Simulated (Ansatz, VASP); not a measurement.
## One calculation of W, two programs

```
W
1.0
    -1.02607    1.65063    1.65063
     1.65063   -1.02607    1.65063
     1.65063    1.65063   -1.02607
W
1
Direct
  0.00000 0.00000 0.00000
```

Alike in both runs: task single point; functional r2SCAN; k mesh 16 × 16 × 16; occupations gaussian, width 0.15 eV; no spin polarisation.

```csv
,VASP,Ansatz
version,VASP 6.6.1,Ansatz 0.2.0
potentials or method,"VASP PAW PBE potentials, release 64 (W_sv), cutoff 520 eV","scalar-relativistic, plane waves, PAW"
valence electrons in the cell,14,14
```

```tsv
	VASP	Ansatz	Ansatz less VASP
gap on the k mesh at the Fermi level (eV)	none	none	-
pressure (GPa)	24.5	22.6	-1.90
traceless stress, the component that is largest in VASP (GPa)	-12.51	-12.42	+0.090
```

VASP's potentials were made for PBE, not for r2SCAN. A gap of «none» marks a metal or a gap that the smearing closes. The functional is the same, so the differences come from potentials, cutoffs and numerics.

Neither program's run includes spin-orbit coupling.
